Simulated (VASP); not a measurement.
# TiC in VASP: notebook

TiC is run at these levels: PBE; tasks: single point.

Program: VASP 6.6.1. These are calculated values, not measurements. Logs are shortened: lines on timing, memory, paths and dates and some standing lists are left out, and cuts for length are marked.

## (1) The cell of the first run

Symmetry: I4mm, No. 107, tetragonal system. Conventional cell: a = 3.060 Å, b = 3.060 Å, c = 4.328 Å, α = 90.00°, β = 90.00°, γ = 90.00°. Within 2.7 Å of Ti (site symmetry 4mm) lie 6 C at 2.07 to 2.25 Å. Within 2.7 Å of C (site symmetry 4mm) lie 6 Ti at 2.07 to 2.25 Å.

## (2) Single point, PBE (one atom moved)

INCAR

```
ALGO = Normal ; EDIFF = 1E-6
ENCUT = 520 ; GGA = PE
ISIF = 2 ; ISMEAR = 0
LASPH = T ; LCHARG = F
LREAL = F ; LWAVE = F
NBANDS = 15 ; NELM = 100
PREC = Accurate ; SIGMA = 0.1
```

KPOINTS

```
k-points
0
Gamma
  14 14 14
```

POSCAR

```
TiC
1.0
    0.0000000000      2.1640000000      2.1640000000
    2.1640000000      0.0000000000      2.1640000000
    2.1640000000      2.1640000000      0.0000000000
Ti C
1 1
Direct
    0.0207948244     -0.0207948244      0.0207948244
    0.5000000000      0.5000000000      0.5000000000
```

Potentials or basis: VASP PAW PBE potentials, release 64 (Ti_sv, C).

The run is started by

```sh
> cat potpaw_PBE.64/Ti_sv/POTCAR potpaw_PBE.64/C/POTCAR > POTCAR
> mpirun -np 1 vasp_std > vasp.out
```

OUTCAR:

```text
EDIFF = 1E-6
   ENCUT = 520
   GGA = PE
   ISIF = 2
   ISMEAR = 0
   LASPH = T
   LREAL = F
   NELM = 100
   PREC = Accurate

 ion  position               nearest neighbor table
   1  0.021  0.979  0.021-   2 2.07   2 2.17   2 2.17   2 2.17   2 2.17   2 2.25
   2  0.500  0.500  0.500-   1 2.07   1 2.17   1 2.17   1 2.17   1 2.17   1 2.25

  LATTYP: Found a face centered cubic cell.
 ALAT       =     4.3280000000

  Lattice vectors:

 A1 = (   0.0000000000,   2.1640000000,   2.1640000000)
 A2 = (   2.1640000000,   0.0000000000,   2.1640000000)
 A3 = (   2.1640000000,   2.1640000000,   0.0000000000)

Analysis of symmetry for initial positions (statically):
=====================================================================
 Subroutine PRICEL returns:
 Original cell was already a primitive cell.

 Routine SETGRP: Setting up the symmetry group for a
 face centered cubic supercell.

 Subroutine GETGRP returns: Found  8 space group operations
 (whereof  8 operations were pure point group operations)
 out of a pool of 48 trial point group operations.

The static configuration has the point symmetry C_4v.

Analysis of symmetry for dynamics (positions and initial velocities):
=====================================================================
 Subroutine PRICEL returns:
 Original cell was already a primitive cell.

 Routine SETGRP: Setting up the symmetry group for a
 face centered cubic supercell.

 Subroutine GETGRP returns: Found  8 space group operations
 (whereof  8 operations were pure point group operations)
 out of a pool of 48 trial point group operations.

The dynamic configuration has the point symmetry C_4v.

 Subroutine INISYM returns: Found  8 space group operations
 (whereof  8 operations are pure point group operations),
 and found     1 'primitive' translations

----------------------------------------------------------------------------------------

                                     Primitive cell

  volume of cell :      20.2676

  direct lattice vectors                    reciprocal lattice vectors
     0.000000000  2.164000000  2.164000000    -0.231053604  0.231053604  0.231053604
     2.164000000  0.000000000  2.164000000     0.231053604 -0.231053604  0.231053604
     2.164000000  2.164000000  0.000000000     0.231053604  0.231053604 -0.231053604

  length of vectors
     3.060358149  3.060358149  3.060358149     0.400196582  0.400196582  0.400196582

  position of ions in fractional coordinates (direct lattice)
     0.020794824  0.979205176  0.020794824
     0.500000000  0.500000000  0.500000000

  ion indices of the primitive-cell ions
   primitive index   ion index
                 1           1
                 2           2

----------------------------------------------------------------------------------------

 KPOINTS: k-points

Automatic generation of k-mesh.
 Grid dimensions read from file:
 generate k-points for:   14   14   14

 Generating k-lattice:

  Cartesian coordinates                     Fractional coordinates (reciprocal lattice)
    -0.016503829  0.016503829  0.016503829     0.071428571  0.000000000  0.000000000
     0.016503829 -0.016503829  0.016503829     0.000000000  0.071428571  0.000000000
     0.016503829  0.016503829 -0.016503829     0.000000000  0.000000000  0.071428571

  Length of vectors
     0.028585470  0.028585470  0.028585470

  Shift w.r.t. Gamma in fractional coordinates (k-lattice)
     0.000000000  0.000000000  0.000000000

 Subroutine IBZKPT returns following result:
 ===========================================

 Found    244 irreducible k-points:

 Following reciprocal coordinates:
            Coordinates               Weight
  0.000000  0.000000  0.000000      1.000000
  0.071429  0.000000  0.000000      8.000000
  0.142857  0.000000  0.000000      8.000000
  0.214286  0.000000  0.000000      8.000000
  0.285714  0.000000  0.000000      8.000000
  0.357143  0.000000  0.000000      8.000000
[... 16 lines left out ...]
 -0.428571  0.071429  0.000000     16.000000
  0.071429  0.000000 -0.428571      8.000000
 [... further k-points ...]
   k-points           NKPTS =    244   k-points in BZ     NKDIM =    244   number of bands    NBANDS=     15
   number of dos      NEDOS =    301   number of ions     NIONS =      2
   total plane-waves  NPLWV =  13824
   dimension x,y,z NGX =    24 NGY =   24 NGZ =   24
   dimension x,y,z NGXF=    48 NGYF=   48 NGZF=   48
   ions per type =               1   1
   NGX,Y,Z   is equivalent  to a cutoff of  13.04, 13.04, 13.04 a.u.
   NGXF,Y,Z  is equivalent  to a cutoff of  26.07, 26.07, 26.07 a.u.
 SYSTEM =  unknown system
   PREC   = accura    normal or accurate (medium, high low for compatibility)
   ISTART =      0    job   : 0-new  1-cont  2-samecut
   ICHARG =      2    charge: 1-file 2-atom 10-const
   ISPIN  =      1    spin polarized calculation?
   LNONCOLLINEAR =      F non collinear calculations
   LSORBIT =      F    spin-orbit coupling
   LASPH  =      T    aspherical Exc in radial PAW
   ENCUT  =  520.0 eV  38.22 Ry    6.18 a.u.   5.69  5.69  5.69*2*pi/ulx,y,z
   NELM   =    100;   NELMIN=  2; NELMDL= -5     # of ELM steps
   EDIFF  = 0.1E-05   stopping-criterion for ELM
   LREAL  =      F    real-space projection
   EDIFFG = 0.1E-04   stopping-criterion for IOM
   NSW    =      0    number of steps for IOM
   IBRION =     -1    ionic relax: 0-MD 1-quasi-New 2-CG
   NFREE  =      0    steps in history (QN), initial steepest desc. (CG)
   ISIF   =      2    stress and relaxation
   ISYM   =      2    0-nonsym 1-usesym 2-fastsym
   POTIM  = 0.5000    time-step for ionic-motion
   TEBEG  =    0.0;   TEEND  =   0.0 temperature during run
   PSTRESS=    0.0 pullay stress
   NELECT =      16.0000    total number of electrons
   NUPDOWN=      -1.0000    fix difference up-down
   EMIN   =  10.00;   EMAX   =-10.00  energy-range for DOS
   EFERMI =   0.00;   METHOD = LEGACY
   ISMEAR =     0;   SIGMA  =   0.10  broadening in eV -4-tet -1-fermi 0-gaus
   EFERMI_NEDOS =   21; number of points for ismear=-14 and -15
   IALGO  =     38    algorithm
   IMIX   =      4    mixing-type and parameters
     AMIX     =   0.40;   BMIX     =  1.00
     AMIX_MAG =   1.60;   BMIX_MAG =  1.00
  volume/ion in A,a.u.               =      10.13        68.39
  Fermi-wavevector in a.u.,A,eV,Ry     =   1.513030  2.859212 31.147275  2.289260
  Thomas-Fermi vector in A             =   2.622876
   LORBIT       =      0    0 simple, 1 ext, 2 COOP (PROOUT), +10 PAW based schemes
   GGA     = PE    functional components
   LHFCALC =     F    Hartree Fock is set to
   AEXX    =    0.0000 exact exchange contribution
   IVDW    =     0    specifies the selected vdW correction
   LEPSILON=     F    determine dielectric tensor
   LRPA    =     F    only Hartree local field effects (RPA)
 non-spin polarized calculation
 Gauss-broadening in eV      SIGMA  =   0.10
  energy-cutoff  :      520.00
  volume of cell :       20.27
 maximum number of plane-waves:       568
   NGX = 11   NGY = 11   NGZ = 11

 number of electron      16.0000001 magnetization

 Free energy of the ion-electron system (eV)
  ---------------------------------------------------
  ext. energy  EPLUGINS =         0.00000000
  ---------------------------------------------------
  free energy    TOTEN  =       -18.67197601 eV

  energy without entropy =      -18.67059604  energy(sigma->0) =      -18.67128603

 E-fermi :   9.4823     XC(G=0): -12.7057

 val. band max:        9.4823013503   @ k =   0.3571   0.0000   0.4286
 cond. band min:       9.5005337799   @ k =   0.2143   0.2143   0.0000
 fundamental gap:      0.0182324295
 Fermi energy:         9.4823272547

 k-point     1 :       0.0000    0.0000    0.0000
  band No.  band energies     occupation
      1     -47.1395      2.00000
      2     -23.1653      2.00000
      3     -23.1653      2.00000
      4     -23.1607      2.00000
      5      -2.9600      2.00000
      6       9.8896      0.00000
      7       9.8896      0.00000
      8      10.1342      0.00000
      9      10.3821      0.00000
     10      11.1588      0.00000
     11      11.3907      0.00000
     12      11.3907      0.00000
     13      11.9672      0.00000
     14      19.9209      0.00000
     15      23.4483      0.00000

 k-point     2 :       0.0714    0.0000    0.0000
  band No.  band energies     occupation
      1     -47.1359      2.00000
      2     -23.1898      2.00000
      3     -23.1678      2.00000
      4     -23.1644      2.00000
      5      -2.8444      2.00000
      6       9.3072      1.98673
      7       9.6372      0.02854
      8       9.9042      0.00000
      9      10.3665      0.00000
     10      10.5839      0.00000
     11      11.4322      0.00000
     12      12.3852      0.00000
     13      12.6537      0.00000
     14      20.1280      0.00000
     15      23.4972      0.00000

 k-point     3 :       0.1429    0.0000    0.0000
  band No.  band energies     occupation
      1     -47.1257      2.00000
      2     -23.2613      2.00000
      3     -23.1746      2.00000
      4     -23.1713      2.00000
      5      -2.5069      2.00000
      6       8.3303      2.00000
      7       8.8682      2.00000
      8       9.0419      2.00000
      9      10.5849      0.00000
     10      10.6439      0.00000
     11      11.7547      0.00000
     12      13.5754      0.00000
     13      13.7410      0.00000
     14      20.5887      0.00000
     15      23.5148      0.00000

 k-point     4 :       0.2143    0.0000    0.0000
  band No.  band energies     occupation
      1     -47.1110      2.00000
      2     -23.3634      2.00000
      3     -23.1844      2.00000
      4     -23.1812      2.00000
      5      -1.9752      2.00000
      6       7.2198      2.00000
      7       8.0777      2.00000
      8       8.1669      2.00000
      9      10.9602      0.00000
     10      10.9883      0.00000
     11      12.0808      0.00000
     12      14.7543      0.00000
     13      14.8708      0.00000
     14      20.7620      0.00000
     15      23.5885      0.00000
[... 307 lines left out ...]
 k-point    22 :       0.0714    0.0000    0.5000
  band No.  band energies     occupation
      1     -47.0646      2.00000
      2     -23.6534      2.00000
      3     -23.2262      2.00000
      4     -23.2202      2.00000
      5       0.4355      2.00000
      6       3.7646      2.00000
      7       6.5413      2.00000
      8       6.6338      2.00000
      9      12.2081      0.00000
     10      12.3933      0.00000
     11      13.4825      0.00000
     12      16.9488      0.00000
     13      17.2698      0.00000
     14      18.6074      0.00000
     15      24.3014      0.00000

 k-point    23 :      -0.4286    0.0714    0.0000
  band No.  band energies     occupation
      1     -47.0658      2.00000
      2     -23.6455      2.00000
      3     -23.2329      2.00000
      4     -23.2117      2.00000
      5       0.3330      2.00000
      6       3.8868      2.00000
      7       6.5744      2.00000
      8       6.6506      2.00000
      9      12.2084      0.00000
     10      12.3256      0.00000
     11      13.4253      0.00000
     12      16.8529      0.00000
     13      17.3409      0.00000
     14      18.6344      0.00000
     15      24.2484      0.00000

 k-point    24 :       0.0714    0.0000   -0.4286
  band No.  band energies     occupation
      1     -47.0658      2.00000
      2     -23.6455      2.00000
      3     -23.2303      2.00000
      4     -23.2143      2.00000
      5       0.3316      2.00000
      6       3.8863      2.00000
      7       6.6037      2.00000
      8       6.6323      2.00000
      9      12.2244      0.00000
     10      12.2989      0.00000
     11      13.4099      0.00000
     12      16.7808      0.00000
     13      17.5138      0.00000
     14      18.5309      0.00000
     15      24.3588      0.00000

 [... further k-points ...]

------------------------ aborting loop because EDIFF is reached ----------------------------------------

  FORCE on cell =-STRESS in cart. coord.  units (eV):
  Direction    XX          YY          ZZ          XY          YZ          ZX
  --------------------------------------------------------------------------------------
  -------------------------------------------------------------------------------------
  Total        0.1624662      0.4427799      0.1624662      0.0000000      0.0000000      0.0000000
  in kB       12.8431553     35.0023101     12.8431553      0.0000000      0.0000000      0.0000000
  external PRESSURE =      20.2295402 kB  Pullay stress =       0.0000000 kB

 VOLUME and BASIS-vectors are now :
 -----------------------------------------------------------------------------
  energy-cutoff  :      520.00
  volume of cell :       20.27
      direct lattice vectors                 reciprocal lattice vectors
     0.000000000  2.164000000  2.164000000    -0.231053604  0.231053604  0.231053604
     2.164000000  0.000000000  2.164000000     0.231053604 -0.231053604  0.231053604
     2.164000000  2.164000000  0.000000000     0.231053604  0.231053604 -0.231053604

 POSITION                                       TOTAL-FORCE (eV/Angst)
 -----------------------------------------------------------------------------------
      2.16400      0.09000      2.16400         0.000000     -0.820499      0.000000
      2.16400      2.16400      2.16400         0.000000      0.820499      0.000000
 -----------------------------------------------------------------------------------
    total drift:                               -0.000000     -0.000112     -0.000000

  FREE ENERGIE OF THE ION-ELECTRON SYSTEM (eV)
  ---------------------------------------------------
  free  energy   TOTEN  =       -18.6719760104 eV

  energy  without entropy=      -18.6705960398  energy(sigma->0) =      -18.67128603
```

Wall time 26 s (1 thread of Intel Xeon 6975P-C (Granite Rapids), shared host); peak memory 0.2 GiB.

What came out:

```yaml
Free_energy: -18.6720 eV
Pressure: 2.0 GPa
Largest_force: 0.820 eV/Å
Band_gap_on_the_k_mesh: zero (bands 8 and 9 overlap by 1.13 eV)
```

Forces on the atoms (eV/Å):
```
Ti   0.000 -0.820  0.000
C    0.000  0.820  0.000
```

Levels at points of the mesh, in eV from the Fermi level:
```tsv
k point	band 4	band 5	band 6	band 7	band 8	band 9	band 10	band 11	band 12	band 13
(0.00, 0.00, 0.00)	-32.64	-12.44	0.41	0.41	0.65	0.90	1.68	1.91	1.91	2.48
(0.50, 0.00, 0.00)	-32.69	-8.97	-5.88	-2.94	-2.92	2.87	2.89	4.07	7.58	8.08
(0.50, 0.50, 0.00)	-32.81	-10.15	-3.48	-1.87	-0.13	0.16	2.77	3.48	3.48	5.77
(0.50, 0.00, 0.50)	-32.82	-10.16	-3.44	-1.67	-0.08	-0.08	2.68	3.48	3.48	5.70
```

Caveat: the cell differs from its parent crystal (one atom moved).

## (3) Single point, PBE (atoms moved at random and the cell strained at random)

INCAR

```
ALGO     = Normal         # electronic algorithm
EDIFF    = 1E-6           # SCF threshold, eV
ENCUT    = 520            # plane-wave cutoff, eV
GGA      = PE             # functional
ISIF     = 2              # what is computed and relaxed
ISMEAR   = 0              # smearing method
LASPH    = True           # aspherical terms in the spheres
LCHARG   = False          # write CHGCAR
LREAL    = False          # projectors in reciprocal space
LWAVE    = False          # write WAVECAR
NBANDS   = 15             # bands
NELM     = 100            # most SCF steps
PREC     = Accurate       # precision mode
SIGMA    = 0.1            # smearing width, eV
```

KPOINTS is that of step 2.

POSCAR

```
TiC
1.0
    0.0066867600      2.1804896800      2.1838438800
    2.1940146800      0.0110796800      2.1794509600
    2.2057652000      2.1878472800     -0.0006708400
Ti C
1 1
Direct
   -0.0061598891      0.0006146026      0.0110951941
    0.5061598891      0.4993853974      0.4889048059
```

Potentials or basis: VASP PAW PBE potentials, release 64 (Ti_sv, C).

The run is started by

```sh
> cat potpaw_PBE.64/Ti_sv/POTCAR potpaw_PBE.64/C/POTCAR > POTCAR
> mpirun -np 1 vasp_std > vasp.out
```

Run time: 2.6 min. Hardware: 1 thread of Intel Xeon 6975P-C (Granite Rapids), shared host; peak memory 0.52 GiB.

Results (log left out):

- Free energy: -18.6830 eV
- Pressure: -5.7 GPa
- Largest force: 0.488 eV/Å
- Band gap on the k mesh: zero (bands 8 and 9 overlap by 0.98 eV)

Forces in eV/Å, atoms in the order of the input:
```
Ti  -0.405 -0.186  0.199
C    0.405  0.186 -0.199
```

Stress tensor (GPa, compression positive):
```
-7.03 -1.59  0.62
-1.59 -4.74 -0.17
 0.62 -0.17 -5.27
```

Levels at points of the mesh, in eV from the Fermi level:
```
           k point  band 4  band 5  band 6  band 7  band 8  band 9  band 10  band 11  band 12  band 13
(0.00, 0.00, 0.00)  -32.70  -12.27    0.51    0.59    0.68    1.20     1.49     1.79     1.94     2.11
(0.50, 0.00, 0.00)  -32.75   -8.91   -5.71   -2.85   -2.78    2.78     2.83     3.95     7.55     7.87
(0.00, 0.50, 0.00)  -32.75   -8.89   -5.71   -2.85   -2.81    2.80     2.83     3.96     7.44     7.93
(0.50, 0.50, 0.00)  -32.86  -10.00   -3.39   -1.63   -0.08    0.01     2.64     3.35     3.40     5.54
(0.00, 0.00, 0.50)  -32.75   -8.95   -5.71   -2.82   -2.76    2.76     2.82     3.93     7.74     7.94
(0.50, 0.00, 0.50)  -32.86  -10.00   -3.38   -1.63   -0.10    0.01     2.64     3.36     3.40     5.56
(0.00, 0.50, 0.50)  -32.85  -10.02   -3.45   -1.56   -0.05    0.02     2.61     3.37     3.38     5.47
(0.50, 0.50, 0.50)  -32.75   -8.94   -5.71   -2.81   -2.75    2.77     2.82     3.92     7.53     7.88
```

Caveat: the cell differs from its parent crystal (atoms moved at random and the cell strained at random); the cell stands under tension.
